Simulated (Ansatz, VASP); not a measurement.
**Li3P2 in VASP and in Ansatz**

The input INCAR:

```
SYSTEM = Li3P2
PREC     = Accurate       ! precision mode
ENCUT    = 600            ! plane-wave cutoff, eV
EDIFF    = 1E-6           ! SCF threshold, eV
ISMEAR   = 0              ! smearing method
SIGMA    = 0.1            ! smearing width, eV
LREAL    = .FALSE.        ! projectors in reciprocal space
LASPH    = .TRUE.         ! aspherical terms in the spheres
NELM     = 60             ! most SCF steps
ALGO     = Normal         ! electronic algorithm
ISIF     = 3              ! what is computed and relaxed
LWAVE    = .FALSE.        ! write WAVECAR
LCHARG   = .FALSE.        ! write CHGCAR
GGA      = PE             ! functional
IBRION   = 2              ! ionic algorithm
NSW      = 90             ! ionic steps
EDIFFG   = -0.04          ! ionic threshold
```

KPOINTS

```
regular mesh
0
G
  6 6 6
  0 0 0
```

The input POSCAR:

```
Li3P2
1.0
    1.6476424879      0.9512668339      7.6376587071
   -1.6476424879      0.9512668339      7.6376587071
    0.0000000000     -1.9025336677      7.6376587071
Li P
3 2
Direct
    0.0000000000      0.0000000000      0.0000000000
    0.2095000000      0.2095000000      0.2095000000
    0.7905000000      0.7905000000      0.7905000000
    0.4000000000      0.4000000000      0.4000000000
    0.6000000000      0.6000000000      0.6000000000
```

Input for Ansatz:

```yaml
crystal:
  lattice:
    - [1.6476424879, 0.9512668339, 7.6376587071]
    - [-1.6476424879, 0.9512668339, 7.6376587071]
    - [0.0, -1.9025336677, 7.6376587071]
  atoms:
    - { symbol: Li, position: [0.0, 0.0, 0.0] }
    - { symbol: Li, position: [0.2095, 0.2095, 0.2095] }
    - { symbol: Li, position: [0.7905, 0.7905, 0.7905] }
    - { symbol: P, position: [0.4, 0.4, 0.4] }
    - { symbol: P, position: [0.6, 0.6, 0.6] }
basis:
  ecutwfc: 420
kpoints:
  mp_grid: { grid: [6, 6, 6] }
hamiltonian:
  xc: pbe
scf:
  occupations: { method: gaussian, width: 0.1 }
  lower_state_search: "off"
output:
  forces: true
  stress: true
  eigenvalues: true
relax:
  adjacent_minimum: "off"
  f_tol: 0.04
  max_steps: 70
  cell: { stress_tol: 0.4 }
```

Alike in both runs: task relaxation of cell and atoms; functional PBE; k mesh 6 × 6 × 6; occupations gaussian, width 0.1 eV; no spin polarisation.

|  | VASP | Ansatz |
| --- | --- | --- |
| version | VASP 6.6.1 | Ansatz 0.2.0 |
| potentials or method | VASP PAW PBE potentials, release 64 (Li_sv, P), cutoff 600 eV | scalar-relativistic, plane waves, PAW |
| valence electrons in the cell | 19 | 19 |

VASP gave:

```
gap on the k mesh at the Fermi level, each at its own relaxed structure (eV)  : none
relaxed volume (Å³/atom)                                                      : 15.17
relaxed length of the cell vector where the two differ most in proportion (Å) : 10.107
```

**Question.** Which values does Ansatz return?

**Answer.** gap on the k mesh at the Fermi level, each at its own relaxed structure (eV): none; relaxed volume (Å³/atom): 15.71; relaxed length of the cell vector where the two differ most in proportion (Å): 10.504.

A gap of «none» marks a metal or a gap that the smearing closes.

The k mesh is coarse, so the values compare programs but aren't converged. Noted on VASP's run: the cutoff is under 1.25 times that of the potentials, so the pressure is a little rough.
